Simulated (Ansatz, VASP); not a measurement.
**CdF3: VASP beside Ansatz**

```xyz
4
Lattice="-2.3453 2.3453 2.3453 2.3453 -2.3453 2.3453 2.3453 2.3453 -2.3453" Properties=species:S:1:pos:R:3 pbc="T T T"
Cd    0.0000    0.0000    0.0000
F     2.3453    0.0000    0.0000
F     0.0000    2.3453    0.0000
F     0.0000    0.0000    2.3453
```

Alike in both runs: functional PBE; k mesh 14 × 14 × 14; occupations gaussian, width 0.1 eV; collinear spin.

Ansatz relaxed the structure, and its values are those at the end. VASP's run is a single point on that final structure, the one shown.

|  | VASP | Ansatz |
| --- | --- | --- |
| version | VASP 6.6.1 | Ansatz 0.2.0 |
| potentials or method | VASP PAW PBE potentials, release 64 (Cd, F), cutoff 520 eV | scalar-relativistic, plane waves, PAW |
| valence electrons in the cell | 33 | 41 |

Ansatz gave:

| Quantity | Value |
| --- | --- |
| gap on the k mesh at the Fermi level (eV) | none |
| pressure (GPa) | 0.0 |
| net moment per atom (μB) | 0.25 |
| size of the moment on the site where the two differ most (μB) | 0.34 |

Which values does VASP return?

gap on the k mesh at the Fermi level (eV): none; pressure (GPa): 0.1; net moment per atom (μB): 0.25; size of the moment on the site where the two differ most (μB): 0.32.

Site moments also hang on the region over which each program counts them. A gap of «none» marks a metal or a gap that the smearing closes. VASP's potentials hold 33 valence electrons a cell and Ansatz's 41, so a difference there can come from the potentials and not from the codes.
